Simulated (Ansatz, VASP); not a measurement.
Two plane-wave programs on SnO2

File INCAR:

```
SYSTEM = SnO2
  ALGO = Normal
  EDIFF = 1E-6
  ENCUT = 520
  GGA = CA
  ISIF = 2
  ISMEAR = 0
  LASPH = .True.
  LCHARG = .False.
  LREAL = .False.
  LWAVE = .False.
  NBANDS = 35
  NELM = 80
  PREC = Accurate
  SIGMA = 0.05
```

File KPOINTS:

```
k-points
0
Gamma
  6 6 8
  0 0 0
```

File POSCAR:

```
SnO2
1.0
    4.7201335122      0.0000000000      0.0000000000
    0.0000000000      4.7206343096      0.0000000000
    0.0000000000      0.0000000000      3.1888226875
Sn O
2 4
Direct
    0.5000000000      0.5000000000      0.5000000000
    0.0000000000      0.0000000000      0.0000000000
    0.3328527052      0.2793104051      0.0000000000
    0.8328527052      0.2206895949      0.5000000000
    0.1671472948      0.7793104051      0.5000000000
    0.6671472948      0.7206895949      0.0000000000
```

Input for Ansatz:

```yaml
crystal:
  lattice:
    - [4.7201335122, 0.0, 0.0]
    - [0.0, 4.7206343096, 0.0]
    - [0.0, 0.0, 3.1888226875]
  atoms:
    - { symbol: Sn, position: [0.5, 0.5, 0.5] }
    - { symbol: Sn, position: [0.0, 0.0, 0.0] }
    - { symbol: O, position: [0.3328527052, 0.2793104051, 0.0] }
    - { symbol: O, position: [0.8328527052, 0.2206895949, 0.5] }
    - { symbol: O, position: [0.1671472948, 0.7793104051, 0.5] }
    - { symbol: O, position: [0.6671472948, 0.7206895949, 0.0] }
basis:
  ecutwfc: 520.0
kpoints:
  mp_grid: { grid: [6, 6, 8] }
hamiltonian:
  xc: lda
  pseudopotentials: { kind: paw, azcp: { folder: soft_1 } }
scf:
  occupations: { method: gaussian, width: 0.05 }
output:
  forces: true
  stress: true
  eigenvalues: true
```

Change from the starting cell: mode 4 frozen in at +0.179 Å and mode 7 at +0.000 Å (largest displacements).

Alike in both runs: task single point; functional LDA; k mesh 6 × 6 × 8; occupations gaussian, width 0.05 eV; no spin polarisation.

|  | VASP | Ansatz |
| --- | --- | --- |
| version | VASP 6.6.1 | Ansatz 0.2.0 |
| potentials or method | VASP PAW LDA potentials, release 64 (Sn_d, O), cutoff 520 eV | scalar-relativistic, plane waves, PAW |
| valence electrons in the cell | 52 | 52 |

```tsv
	VASP	Ansatz	Ansatz less VASP
gap on the k mesh at the Fermi level (eV)	1.40	1.37	-0.022
least direct gap on the mesh (eV)	1.41	1.39	-0.019
pressure (GPa)	-0.3	-1.6	-1.34
traceless stress, the component that is largest in VASP (GPa)	-1.08	-0.94	+0.142
rms of the force components (eV/Å)	0.075	0.086	+0.0109
```

Ansatz warns that its potentials were made for another functional, while VASP's fit it. LDA's correlation is that of Perdew and Zunger in VASP and of Perdew and Wang (1992) in Ansatz. Atom by atom the forces differ by 0.014 eV/Å (rms over components).
